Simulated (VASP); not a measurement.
# Na2S (Fm-3m) in VASP: single point with PBE0

Aim: the single point of Na2S with PBE0.

Program: VASP 6.6.1. These are calculated values, not measurements. Logs are shortened: lines on timing, memory, paths and dates and some standing lists are left out, and cuts for length are marked.

## Step 1: The cell of the first run

It takes space group Fm-3m (No. 225, cubic). The conventional cell has a = 6.511 Å, b = 6.511 Å, c = 6.511 Å, α = 90.00°, β = 90.00°, γ = 90.00°. Within 3.7 Å of Na (site symmetry -43m) lie 4 S at 2.82 Å and 6 Na at 3.26 Å. Within 3.7 Å of S (site symmetry m-3m) lie 8 Na at 2.82 Å.

## Step 2: Single point, PBE0

The input, POSCAR:

```
Na2S
1.0
    0.0000000000      3.2554374590      3.2554374590
    3.2554374590      0.0000000000      3.2554374590
    3.2554374590      3.2554374590      0.0000000000
Na S
2 1
Direct
    0.2500000000      0.2500000000      0.2500000000
    0.7500000000      0.7500000000      0.7500000000
    0.0000000000      0.0000000000      0.0000000000
```

The input, INCAR.step1:

```
PREC = Accurate
ENCUT = 400
EDIFF = 1E-5
ISMEAR = 0
SIGMA = 0.01
LREAL = False
LASPH = True
NELM = 120
ALGO = Normal
ISIF = 2
LWAVE = True
LCHARG = False
GGA = PE
NBANDS = 17
GGA_COMPAT = False
```

The input, INCAR.step2:

```
PREC = Accurate
ENCUT = 400
EDIFF = 1E-6
ISMEAR = 0
SIGMA = 0.01
LREAL = False
LASPH = True
NELM = 120
ALGO = Normal
ISIF = 2
LWAVE = False
LCHARG = False
GGA = PE
LHFCALC = True
AEXX = 0.25
PRECFOCK = Normal
ISTART = 1
NBANDS = 17
GGA_COMPAT = False
```

The input, KPOINTS:

```
Automatic mesh
0
Gamma
  6 6 6
```

Potentials or basis: VASP PAW PBE potentials, release 64 (Na_pv, S).

On the command line:

```bash
> cat potpaw_PBE.64/Na_pv/POTCAR potpaw_PBE.64/S/POTCAR > POTCAR
> cp INCAR.step1 INCAR
> mpirun -np 1 vasp_std > vasp.out
> cp INCAR.step2 INCAR
> mpirun -np 1 vasp_std > vasp.out
```

OUTCAR:

```text
PREC = Accurate
   ENCUT = 400
   EDIFF = 1E-6
   ISMEAR = 0
   LREAL = False
   LASPH = True
   NELM = 120
   ISIF = 2
   GGA = PE
   LHFCALC = True
   AEXX = 0.25
   PRECFOCK = Normal
   ISTART = 1

 ion  position               nearest neighbor table
   1  0.250  0.250  0.250-
   2  0.750  0.750  0.750-
   3  0.000  0.000  0.000-

  LATTYP: Found a face centered cubic cell.
 ALAT       =     6.5108749180

  Lattice vectors:

 A1 = (   0.0000000000,   3.2554374590,   3.2554374590)
 A2 = (   3.2554374590,   0.0000000000,   3.2554374590)
 A3 = (   3.2554374590,   3.2554374590,   0.0000000000)

Analysis of symmetry for initial positions (statically):
=====================================================================
 Subroutine PRICEL returns:
 Original cell was already a primitive cell.

 Routine SETGRP: Setting up the symmetry group for a
 face centered cubic supercell.

 Subroutine GETGRP returns: Found 48 space group operations
 (whereof 48 operations were pure point group operations)
 out of a pool of 48 trial point group operations.

The static configuration has the point symmetry O_h .

Analysis of symmetry for dynamics (positions and initial velocities):
=====================================================================
 Subroutine PRICEL returns:
 Original cell was already a primitive cell.

 Routine SETGRP: Setting up the symmetry group for a
 face centered cubic supercell.

 Subroutine GETGRP returns: Found 48 space group operations
 (whereof 48 operations were pure point group operations)
 out of a pool of 48 trial point group operations.

The dynamic configuration has the point symmetry O_h .

 Subroutine INISYM returns: Found 48 space group operations
 (whereof 48 operations are pure point group operations),
 and found     1 'primitive' translations

----------------------------------------------------------------------------------------

                                     Primitive cell

  volume of cell :      69.0014

  direct lattice vectors                    reciprocal lattice vectors
     0.000000000  3.255437459  3.255437459    -0.153589189  0.153589189  0.153589189
     3.255437459  0.000000000  3.255437459     0.153589189 -0.153589189  0.153589189
     3.255437459  3.255437459  0.000000000     0.153589189  0.153589189 -0.153589189

  length of vectors
     4.603883806  4.603883806  4.603883806     0.266024279  0.266024279  0.266024279

  position of ions in fractional coordinates (direct lattice)
     0.250000000  0.250000000  0.250000000
     0.750000000  0.750000000  0.750000000
     0.000000000  0.000000000  0.000000000

  ion indices of the primitive-cell ions
   primitive index   ion index
                 1           1
                 2           2
                 3           3

----------------------------------------------------------------------------------------

 KPOINTS: Automatic mesh

Automatic generation of k-mesh.
 Grid dimensions read from file:
 generate k-points for:    6    6    6

 Generating k-lattice:

  Cartesian coordinates                     Fractional coordinates (reciprocal lattice)
    -0.025598198  0.025598198  0.025598198     0.166666667  0.000000000  0.000000000
     0.025598198 -0.025598198  0.025598198     0.000000000  0.166666667  0.000000000
     0.025598198  0.025598198 -0.025598198     0.000000000  0.000000000  0.166666667

  Length of vectors
     0.044337380  0.044337380  0.044337380

  Shift w.r.t. Gamma in fractional coordinates (k-lattice)
     0.000000000  0.000000000  0.000000000

 Subroutine IBZKPT returns following result:
 ===========================================

 Found     16 irreducible k-points:

 Following reciprocal coordinates:
            Coordinates               Weight
  0.000000  0.000000  0.000000      1.000000
  0.166667  0.000000  0.000000      8.000000
  0.333333  0.000000  0.000000      8.000000
  0.500000  0.000000  0.000000      4.000000
  0.166667  0.166667  0.000000      6.000000
  0.333333  0.166667  0.000000     24.000000
[... 8 lines left out ...]
 -0.333333  0.333333  0.166667     24.000000
 -0.333333  0.500000  0.166667     12.000000
   k-points           NKPTS =     16   k-points in BZ     NKDIM =    216   number of bands    NBANDS=     17
   number of dos      NEDOS =    301   number of ions     NIONS =      3
   total plane-waves  NPLWV =  27000
   dimension x,y,z NGX =    30 NGY =   30 NGZ =   30
   dimension x,y,z NGXF=    60 NGYF=   60 NGZF=   60
   ions per type =               2   1
   NGX,Y,Z   is equivalent  to a cutoff of  10.83, 10.83, 10.83 a.u.
   NGXF,Y,Z  is equivalent  to a cutoff of  21.67, 21.67, 21.67 a.u.
 SYSTEM =  unknown system
   PREC   = accura    normal or accurate (medium, high low for compatibility)
   ISTART =      1    job   : 0-new  1-cont  2-samecut
   ICHARG =      0    charge: 1-file 2-atom 10-const
   ISPIN  =      1    spin polarized calculation?
   LNONCOLLINEAR =      F non collinear calculations
   LSORBIT =      F    spin-orbit coupling
   LASPH  =      T    aspherical Exc in radial PAW
   ENCUT  =  400.0 eV  29.40 Ry    5.42 a.u.   7.51  7.51  7.51*2*pi/ulx,y,z
   NELM   =    120;   NELMIN=  2; NELMDL=  0     # of ELM steps
   EDIFF  = 0.1E-05   stopping-criterion for ELM
   LREAL  =      F    real-space projection
   EDIFFG = 0.1E-04   stopping-criterion for IOM
   NSW    =      0    number of steps for IOM
   IBRION =     -1    ionic relax: 0-MD 1-quasi-New 2-CG
   NFREE  =      0    steps in history (QN), initial steepest desc. (CG)
   ISIF   =      2    stress and relaxation
   ISYM   =      3    0-nonsym 1-usesym 2-fastsym
   POTIM  = 0.5000    time-step for ionic-motion
   TEBEG  =    0.0;   TEEND  =   0.0 temperature during run
   PSTRESS=    0.0 pullay stress
   NELECT =      20.0000    total number of electrons
   NUPDOWN=      -1.0000    fix difference up-down
   EMIN   =  10.00;   EMAX   =-10.00  energy-range for DOS
   EFERMI =   0.00;   METHOD = LEGACY
   ISMEAR =     0;   SIGMA  =   0.01  broadening in eV -4-tet -1-fermi 0-gaus
   EFERMI_NEDOS =   21; number of points for ismear=-14 and -15
   IALGO  =     38    algorithm
   IMIX   =      1    mixing-type and parameters
     AMIX     =   0.40;   BMIX     =  1.00
     AMIX_MAG =   1.60;   BMIX_MAG =  1.00
  volume/ion in A,a.u.               =      23.00       155.21
  Fermi-wavevector in a.u.,A,eV,Ry     =   1.083425  2.047376 15.970648  1.173809
  Thomas-Fermi vector in A             =   2.219491
   LORBIT       =      0    0 simple, 1 ext, 2 COOP (PROOUT), +10 PAW based schemes
   GGA     = PE    functional components
   LHFCALC =     T    Hartree Fock is set to
   PRECFOCK=normal    Normal, Fast or Accurate (Low or Medium for compatibility)
   ENCUT4O =  -1.0   cutoff for four orbital integrals eV
   NKREDX  =     1    reduce k-point grid by
   NKREDY  =     1    reduce k-point grid by
   NKREDZ  =     1    reduce k-point grid by
   AEXX    =    0.2500 exact exchange contribution
   HFSCREEN=    0.0000 screening length (either q_TF or 0.3 A-1)
   HFSCREENC=   0.0000 screening length for correlation (either q_TF or 0.3 A-1)
   ENCUTFOCK=  -1.0 apply spherical cutoff to Coloumb kernel
   IVDW    =     0    specifies the selected vdW correction
   LEPSILON=     F    determine dielectric tensor
   LRPA    =     F    only Hartree local field effects (RPA)
 non-spin polarized calculation
 Gauss-broadening in eV      SIGMA  =   0.01
  energy-cutoff  :      400.00
  volume of cell :       69.00
 maximum number of plane-waves:      1272
  NGX = 24; NGY = 24; NGZ = 24

 number of electron      19.9999976 magnetization

 Free energy of the ion-electron system (eV)
  ---------------------------------------------------
  ext. energy  EPLUGINS =         0.00000000
  ---------------------------------------------------
  free energy    TOTEN  =       -12.40101395 eV

  energy without entropy =      -12.40101395  energy(sigma->0) =      -12.40101395

 E-fermi :  -0.8091     XC(G=0):  -6.2068

 val. band max:       -0.8616247637   @ k =   0.0000   0.0000   0.0000
 cond. band min:       3.3331769734   @ k =   0.0000   0.0000   0.0000
 fundamental gap:      4.1948017371
 Fermi energy:        -0.8090931639

 k-point     1 :       0.0000    0.0000    0.0000
  band No.  band energies     occupation
      1     -25.4201      2.00000
      2     -25.4201      2.00000
      3     -25.4201      2.00000
      4     -25.3676      2.00000
      5     -25.3676      2.00000
      6     -25.3676      2.00000
[... 9 lines left out ...]
     16      10.5225      0.00000
     17      12.3729      0.00000

 k-point     2 :       0.1667    0.0000    0.0000
  band No.  band energies     occupation
      1     -25.4182      2.00000
      2     -25.4169      2.00000
      3     -25.4169      2.00000
      4     -25.3733      2.00000
      5     -25.3714      2.00000
      6     -25.3714      2.00000
[... 9 lines left out ...]
     16      10.0341      0.00000
     17      11.7059      0.00000

 k-point     3 :       0.3333    0.0000    0.0000
  band No.  band energies     occupation
      1     -25.4119      2.00000
      2     -25.4079      2.00000
      3     -25.4079      2.00000
      4     -25.3863      2.00000
      5     -25.3818      2.00000
      6     -25.3818      2.00000
[... 9 lines left out ...]
     16      10.9845      0.00000
     17      11.5975      0.00000

 k-point     4 :       0.5000    0.0000    0.0000
  band No.  band energies     occupation
      1     -25.4032      2.00000
      2     -25.3974      2.00000
      3     -25.3960      2.00000
      4     -25.3960      2.00000
      5     -25.3938      2.00000
      6     -25.3938      2.00000
[... 9 lines left out ...]
     16      12.7383      0.00000
     17      12.7383      0.00000
[... 183 lines left out ...]
      1     -25.4332      2.00000
      2     -25.4238      2.00000
      3     -25.4116      2.00000
      4     -25.3808      2.00000
      5     -25.3724      2.00000
      6     -25.3607      2.00000
[... 9 lines left out ...]
     16      12.4042      0.00000
     17      13.4583      0.00000

 k-point    15 :      -0.3333    0.3333    0.1667
  band No.  band energies     occupation
      1     -25.4363      2.00000
      2     -25.4310      2.00000
      3     -25.3964      2.00000
      4     -25.3963      2.00000
      5     -25.3627      2.00000
      6     -25.3618      2.00000
[... 9 lines left out ...]
     16      11.8713      0.00000
     17      13.4334      0.00000

 k-point    16 :      -0.3333    0.5000    0.1667
  band No.  band energies     occupation
      1     -25.4440      2.00000
      2     -25.4350      2.00000
      3     -25.4142      2.00000
      4     -25.3785      2.00000
      5     -25.3588      2.00000
      6     -25.3556      2.00000
[... 9 lines left out ...]
     16      12.4918      0.00000
     17      13.3189      0.00000

------------------------ aborting loop because EDIFF is reached ----------------------------------------

  FORCE on cell =-STRESS in cart. coord.  units (eV):
  Direction    XX          YY          ZZ          XY          YZ          ZX
  --------------------------------------------------------------------------------------
  -------------------------------------------------------------------------------------
  Total       -0.0143496     -0.0143496     -0.0143496      0.0000000      0.0000000     -0.0000000
  in kB       -0.3331894     -0.3331894     -0.3331894      0.0000000      0.0000000     -0.0000000
  external PRESSURE =      -0.3331894 kB  Pullay stress =       0.0000000 kB

 VOLUME and BASIS-vectors are now :
 -----------------------------------------------------------------------------
  energy-cutoff  :      400.00
  volume of cell :       69.00
      direct lattice vectors                 reciprocal lattice vectors
     0.000000000  3.255437459  3.255437459    -0.153589189  0.153589189  0.153589189
     3.255437459  0.000000000  3.255437459     0.153589189 -0.153589189  0.153589189
     3.255437459  3.255437459  0.000000000     0.153589189  0.153589189 -0.153589189

 POSITION                                       TOTAL-FORCE (eV/Angst)
 -----------------------------------------------------------------------------------
      1.62772      1.62772      1.62772         0.000000      0.000000      0.000000
      4.88316      4.88316      4.88316        -0.000000     -0.000000     -0.000000
      0.00000      0.00000      0.00000        -0.000000     -0.000000     -0.000000
 -----------------------------------------------------------------------------------
    total drift:                               -0.000000     -0.000000      0.000000

  FREE ENERGIE OF THE ION-ELECTRON SYSTEM (eV)
  ---------------------------------------------------
  free  energy   TOTEN  =       -12.4010139462 eV

  energy  without entropy=      -12.4010139462  energy(sigma->0) =      -12.40101395
```

It took 31 min on 1 thread of Intel Xeon Platinum 8259CL at 2.50GHz (Skylake/Cascade Lake), shared host; peak memory 0.19 GiB.

Results:

| Item | Value |
| --- | --- |
| Free energy | -12.4010 eV |
| Pressure | 0.0 GPa |
| Band gap on the k mesh | 4.19 eV |

Caveat: the PAW data sets were made with another functional, which shifts forces and pressure a little.
